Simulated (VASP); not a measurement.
# GaSb in VASP: notebook

The runs below take GaSb through single point, with PBEsol.

All numbers are computed with VASP 6.6.1; they aren't measurements. Logs are shortened: lines on timing, memory, paths and dates and some standing lists are left out, and cuts for length are marked.

## Step 1: The cell of the first run

The cell holds a wire or tube with vacuum around it, 2 atoms: a = 9.000 Å, b = 9.300 Å, c = 4.763 Å, α = 90.00°, β = 90.00°, γ = 90.00°.

## Step 2: Single point, PBEsol, collinear spin

Contents of INCAR:

```
ALGO = Normal ; EDIFF = 1E-6
ENCUT = 520 ; GGA = PS
ISIF = 2 ; ISMEAR = 0
ISPIN = 2 ; LASPH = True
LCHARG = False ; LORBIT = 11
LREAL = False ; LWAVE = False
MAGMOM = 0.5 0.5 ; NBANDS = 20
NELM = 150 ; PREC = Accurate
SIGMA = 0.05
```

Contents of KPOINTS:

```
k-points
0
Gamma
  1 1 14
```

Contents of POSCAR:

```
GaSb
1.0
    9.0000000000      0.0000000000      0.0000000000
    0.0000000000      9.3000000000      0.0000000000
    0.0000000000      0.0000000000      4.7632312434
Ga Sb
1 1
Direct
    0.5000000000      0.5000000000      0.0000000000
    0.5000000000      0.5000000000      0.4650000000
```

Potentials or basis: VASP PAW PBE potentials, release 64 (Ga_d, Sb).

Started as:

```
$ cat potpaw_PBE.64/Ga_d/POTCAR potpaw_PBE.64/Sb/POTCAR > POTCAR
$ mpirun -np 1 vasp_std > vasp.out
```

OUTCAR:

```text
EDIFF = 1E-6
   ENCUT = 520
   GGA = PS
   ISIF = 2
   ISMEAR = 0
   ISPIN = 2
   LASPH = True
   LORBIT = 11
   LREAL = False
   NELM = 150
   PREC = Accurate

 ion  position               nearest neighbor table
   1  0.500  0.500  0.000-   2 2.21   2 2.55
   2  0.500  0.500  0.465-   1 2.21   1 2.55

  LATTYP: Found a simple orthorhombic cell.
 ALAT       =     4.7632312434
 B/A-ratio  =     1.8894736661
 C/A-ratio  =     1.9524561216

  Lattice vectors:

 A1 = (   0.0000000000,   0.0000000000,   4.7632312434)
 A2 = (   9.0000000000,   0.0000000000,   0.0000000000)
 A3 = (   0.0000000000,   9.3000000000,   0.0000000000)

Analysis of symmetry for initial positions (statically):
=====================================================================
 Subroutine PRICEL returns:
 Original cell was already a primitive cell.

 Routine SETGRP: Setting up the symmetry group for a
 simple orthorhombic supercell.

 Subroutine GETGRP returns: Found  4 space group operations
 (whereof  4 operations were pure point group operations)
 out of a pool of  8 trial point group operations.

The static configuration has the point symmetry C_2v.

Analysis of symmetry for dynamics (positions and initial velocities):
=====================================================================
 Subroutine PRICEL returns:
 Original cell was already a primitive cell.

 Routine SETGRP: Setting up the symmetry group for a
 simple orthorhombic supercell.

 Subroutine GETGRP returns: Found  4 space group operations
 (whereof  4 operations were pure point group operations)
 out of a pool of  8 trial point group operations.

The dynamic configuration has the point symmetry C_2v.

Analysis of structural, dynamic, and magnetic symmetry:
=====================================================================
 Subroutine PRICEL returns:
 Original cell was already a primitive cell.

 Routine SETGRP: Setting up the symmetry group for a
 simple orthorhombic supercell.

 Subroutine GETGRP returns: Found  4 space group operations
 (whereof  4 operations were pure point group operations)
 out of a pool of  8 trial point group operations.

The overall configuration has the point symmetry C_2v.

 Subroutine INISYM returns: Found  4 space group operations
 (whereof  4 operations are pure point group operations),
 and found     1 'primitive' translations

----------------------------------------------------------------------------------------

                                     Primitive cell

  volume of cell :     398.6825

  direct lattice vectors                    reciprocal lattice vectors
     9.000000000  0.000000000  0.000000000     0.111111111  0.000000000  0.000000000
     0.000000000  9.300000000  0.000000000     0.000000000  0.107526882  0.000000000
     0.000000000  0.000000000  4.763231243     0.000000000  0.000000000  0.209941518

  length of vectors
     9.000000000  9.300000000  4.763231243     0.111111111  0.107526882  0.209941518

  position of ions in fractional coordinates (direct lattice)
     0.500000000  0.500000000  0.000000000
     0.500000000  0.500000000  0.465000000

  ion indices of the primitive-cell ions
   primitive index   ion index
                 1           1
                 2           2

----------------------------------------------------------------------------------------

 KPOINTS: k-points

Automatic generation of k-mesh.
 Grid dimensions read from file:
 generate k-points for:    1    1   14

 Generating k-lattice:

  Cartesian coordinates                     Fractional coordinates (reciprocal lattice)
     0.111111111  0.000000000  0.000000000     1.000000000  0.000000000  0.000000000
     0.000000000  0.107526882  0.000000000     0.000000000  1.000000000  0.000000000
     0.000000000  0.000000000  0.014995823     0.000000000  0.000000000  0.071428571

  Length of vectors
     0.111111111  0.107526882  0.014995823

  Shift w.r.t. Gamma in fractional coordinates (k-lattice)
     0.000000000  0.000000000  0.000000000

 Subroutine IBZKPT returns following result:
 ===========================================

 Found      8 irreducible k-points:

 Following reciprocal coordinates:
            Coordinates               Weight
  0.000000  0.000000  0.000000      1.000000
  0.000000  0.000000  0.071429      2.000000
  0.000000  0.000000  0.142857      2.000000
  0.000000  0.000000  0.214286      2.000000
  0.000000  0.000000  0.285714      2.000000
  0.000000  0.000000  0.357143      2.000000
  0.000000  0.000000  0.428571      2.000000
  0.000000  0.000000  0.500000      1.000000
   k-points           NKPTS =      8   k-points in BZ     NKDIM =      8   number of bands    NBANDS=     20
   number of dos      NEDOS =    301   number of ions     NIONS =      2
   total plane-waves  NPLWV = 176400
   dimension x,y,z NGX =    70 NGY =   70 NGZ =   36
   dimension x,y,z NGXF=   140 NGYF=  140 NGZF=   72
   ions per type =               1   1
   NGX,Y,Z   is equivalent  to a cutoff of  12.93, 12.51, 12.56 a.u.
   NGXF,Y,Z  is equivalent  to a cutoff of  25.86, 25.03, 25.13 a.u.
 SYSTEM =  unknown system
   PREC   = accura    normal or accurate (medium, high low for compatibility)
   ISTART =      0    job   : 0-new  1-cont  2-samecut
   ICHARG =      2    charge: 1-file 2-atom 10-const
   ISPIN  =      2    spin polarized calculation?
   LNONCOLLINEAR =      F non collinear calculations
   LSORBIT =      F    spin-orbit coupling
   LASPH  =      T    aspherical Exc in radial PAW
   ENCUT  =  520.0 eV  38.22 Ry    6.18 a.u.  16.73 17.29  8.86*2*pi/ulx,y,z
   NELM   =    150;   NELMIN=  2; NELMDL= -5     # of ELM steps
   EDIFF  = 0.1E-05   stopping-criterion for ELM
   LREAL  =      F    real-space projection
   EDIFFG = 0.1E-04   stopping-criterion for IOM
   NSW    =      0    number of steps for IOM
   IBRION =     -1    ionic relax: 0-MD 1-quasi-New 2-CG
   NFREE  =      0    steps in history (QN), initial steepest desc. (CG)
   ISIF   =      2    stress and relaxation
   ISYM   =      2    0-nonsym 1-usesym 2-fastsym
   POTIM  = 0.5000    time-step for ionic-motion
   TEBEG  =    0.0;   TEEND  =   0.0 temperature during run
   PSTRESS=    0.0 pullay stress
   NELECT =      18.0000    total number of electrons
   NUPDOWN=      -1.0000    fix difference up-down
   EMIN   =  10.00;   EMAX   =-10.00  energy-range for DOS
   EFERMI =   0.00;   METHOD = LEGACY
   ISMEAR =     0;   SIGMA  =   0.05  broadening in eV -4-tet -1-fermi 0-gaus
   EFERMI_NEDOS =   21; number of points for ismear=-14 and -15
   IALGO  =     38    algorithm
   IMIX   =      4    mixing-type and parameters
     AMIX     =   0.40;   BMIX     =  1.00
     AMIX_MAG =   1.60;   BMIX_MAG =  1.00
  volume/ion in A,a.u.               =     199.34      1345.22
  Fermi-wavevector in a.u.,A,eV,Ry     =   0.582939  1.101595  4.623507  0.339818
  Thomas-Fermi vector in A             =   1.628042
   LORBIT       =     11    0 simple, 1 ext, 2 COOP (PROOUT), +10 PAW based schemes
   GGA     = PS    functional components
   LHFCALC =     F    Hartree Fock is set to
   AEXX    =    0.0000 exact exchange contribution
   IVDW    =     0    specifies the selected vdW correction
   LEPSILON=     F    determine dielectric tensor
   LRPA    =     F    only Hartree local field effects (RPA)
 spin polarized calculation
 Gauss-broadening in eV      SIGMA  =   0.05
  energy-cutoff  :      520.00
  volume of cell :      398.68
 maximum number of plane-waves:     10771
 NGX is ok and might be reduce to    70
   NGX = 33   NGY = 35   NGZ = 17

 number of electron      18.0000002 magnetization       0.4275005

 Free energy of the ion-electron system (eV)
  ---------------------------------------------------
  ext. energy  EPLUGINS =         0.00000000
  ---------------------------------------------------
  free energy    TOTEN  =        -4.75431312 eV

  energy without entropy =       -4.75400277  energy(sigma->0) =       -4.75415795

 E-fermi :  -3.8020     XC(G=0):  -2.4198

 val. band max:       -3.8823453029   @ k =   0.0000   0.0000   0.5000
 cond. band min:      -3.7156915005   @ k =   0.0000   0.0000   0.1429
 fundamental gap:      0.1666538025
 Fermi energy:        -3.8019711712

 spin component 1

 k-point     1 :       0.0000    0.0000    0.0000
  band No.  band energies     occupation
      1     -19.1698      1.00000
      2     -18.9056      1.00000
      3     -18.9055      1.00000
      4     -18.8043      1.00000
      5     -18.8043      1.00000
      6     -13.3989      1.00000
[... 12 lines left out ...]
     19       3.9827      0.00000
     20       3.9958      0.00000
[... 139 lines left out ...]
 k-point     8 :       0.0000    0.0000    0.5000
  band No.  band energies     occupation
      1     -19.1435      1.00000
      2     -18.9194      1.00000
      3     -18.9193      1.00000
      4     -18.8044      1.00000
      5     -18.8044      1.00000
      6     -12.7792      1.00000
[... 12 lines left out ...]
     19       3.8855      0.00000
     20       3.9327      0.00000
 Fermi energy:        -3.8019711712

 spin component 2

 k-point     1 :       0.0000    0.0000    0.0000
  band No.  band energies     occupation
      1     -19.1638      1.00000
      2     -18.8993      1.00000
      3     -18.8992      1.00000
      4     -18.8035      1.00000
      5     -18.8035      1.00000
      6     -13.2325      1.00000
[... 12 lines left out ...]
     19       4.1068      0.00000
     20       4.1257      0.00000
[... 139 lines left out ...]
 k-point     8 :       0.0000    0.0000    0.5000
  band No.  band energies     occupation
      1     -19.1414      1.00000
      2     -18.9128      1.00000
      3     -18.9127      1.00000
      4     -18.8036      1.00000
      5     -18.8036      1.00000
      6     -12.5605      1.00000
[... 12 lines left out ...]
     19       3.9127      0.00000
     20       4.0190      0.00000

------------------------ aborting loop because EDIFF is reached ----------------------------------------

  FORCE on cell =-STRESS in cart. coord.  units (eV):
  Direction    XX          YY          ZZ          XY          YZ          ZX
  --------------------------------------------------------------------------------------
  -------------------------------------------------------------------------------------
  Total        0.0582872      0.0425518      6.4313301      0.0000000      0.0000000      0.0000000
  in kB        0.2342376      0.1710022     25.8454597      0.0000000      0.0000000      0.0000000
  external PRESSURE =       8.7502332 kB  Pullay stress =       0.0000000 kB

 VOLUME and BASIS-vectors are now :
 -----------------------------------------------------------------------------
  energy-cutoff  :      520.00
  volume of cell :      398.68
      direct lattice vectors                 reciprocal lattice vectors
     9.000000000  0.000000000  0.000000000     0.111111111  0.000000000  0.000000000
     0.000000000  9.300000000  0.000000000     0.000000000  0.107526882  0.000000000
     0.000000000  0.000000000  4.763231243     0.000000000  0.000000000  0.209941518

 POSITION                                       TOTAL-FORCE (eV/Angst)
 -----------------------------------------------------------------------------------
      4.50000      4.65000      0.00000         0.000000      0.000000     -3.602952
      4.50000      4.65000      2.21490         0.000000      0.000000      3.602952
 -----------------------------------------------------------------------------------
    total drift:                                0.000000      0.000000     -0.000206

  FREE ENERGIE OF THE ION-ELECTRON SYSTEM (eV)
  ---------------------------------------------------
  free  energy   TOTEN  =        -4.7543131235 eV

  energy  without entropy=       -4.7540027671  energy(sigma->0) =       -4.75415795

 total charge

# of ion       s       p       d       tot
------------------------------------------
    1        1.041   0.665   9.958  11.664
    2        1.161   1.343   0.021   2.525
--------------------------------------------------
tot          2.202   2.008   9.978  14.189

 magnetization (x)

# of ion       s       p       d       tot
------------------------------------------
    1       -0.004  -0.006   0.010   0.000
    2        0.002   0.160   0.000   0.163
--------------------------------------------------
tot         -0.002   0.154   0.010   0.163
```

Wall time 4.9 min (1 thread of Intel Xeon 8259CL, shared host); peak memory 0.6 GiB.

Results:

```
Free energy                                           : -4.7543 eV
Largest force                                         : 3.603 eV/Å
Net moment                                            : 0.43 μB per cell
Site moments                                          : Ga +0.00; Sb +0.16 μB
Valence electrons inside the program's atomic spheres : Ga 11.66; Sb 2.52
```

Forces on the atoms (eV/Å):
```
Ga   0.000  0.000 -3.603
Sb   0.000  0.000  3.603
```

Caveat: a moment this small can come from the mesh or the smearing; the PAW data sets were made with another functional, which shifts forces and pressure a little; spin-orbit coupling is left out, which moves the levels of the heavy elements.

(Continued in part 2 of 2.)
